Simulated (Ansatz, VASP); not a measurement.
## One calculation of TiN, two programs

File INCAR:

```
ALGO = Normal ; EDIFF = 1E-6
ENCUT = 520 ; GGA = PE
ISIF = 2 ; ISMEAR = -1
LASPH = True ; LCHARG = False
LREAL = False ; LWAVE = False
NBANDS = 16 ; NELM = 100
PREC = Accurate ; SIGMA = 0.05
```

The input KPOINTS:

```
k-points
0
Gamma
  13 13 13
```

File POSCAR:

```
TiN
1.0
    0.0000000000      2.1220000000      2.1220000000
    2.1220000000      0.0000000000      2.1220000000
    2.1220000000      2.1220000000      0.0000000000
Ti N
1 1
Direct
    0.0000000000      0.0000000000      0.0000000000
    0.5000000000      0.5000000000      0.5000000000
```

Input for Ansatz:

```yaml
crystal:
  lattice:
    - [0.0, 2.122, 2.122]
    - [2.122, 0.0, 2.122]
    - [2.122, 2.122, 0.0]
  atoms:
    - { symbol: Ti, position: [0.0, 0.0, 0.0] }
    - { symbol: "N", position: [0.5, 0.5, 0.5] }
kpoints:
  mp_grid: { grid: [13, 13, 13] }
  band_path:
    path:
      - [0.0, 0.0, 0.0]
      - [0.5, 0.0, 0.5]
      - [0.625, 0.25, 0.625]
      - [0.375, 0.375, 0.75]
      - [0.0, 0.0, 0.0]
      - [0.5, 0.5, 0.5]
      - [0.5, 0.25, 0.75]
      - [0.5, 0.0, 0.5]
    npoints: 14
scf:
  occupations: { method: fermi_dirac, width: 0.05 }
hamiltonian:
  xc: pbe
  pseudopotentials: { kind: all_electron, lapw: { basis_error: 0.0005 } }
output:
  forces: true
  stress: true
  eigenvalues: true
  populations: true
  dos: { projected: true, de: 0.2, e_range: [-14, 8] }
```

Alike in both runs: task single point; functional PBE; k mesh 13 × 13 × 13; occupations fermi-dirac, width 0.05 eV; no spin polarisation.

|  | VASP | Ansatz |
| --- | --- | --- |
| version | VASP 6.6.1 | Ansatz 0.2.0 |
| potentials or method | VASP PAW PBE potentials, release 64 (Ti_sv, N), cutoff 520 eV | all-electron LAPW, scalar-relativistic |

Ansatz gave:

```
pressure (GPa) : 0.6
```

**Question.** What did VASP give for the same quantities?

**Answer.** Pressure (GPa): 1.0.

Ansatz ran all-electron here, and VASP with PAW potentials.
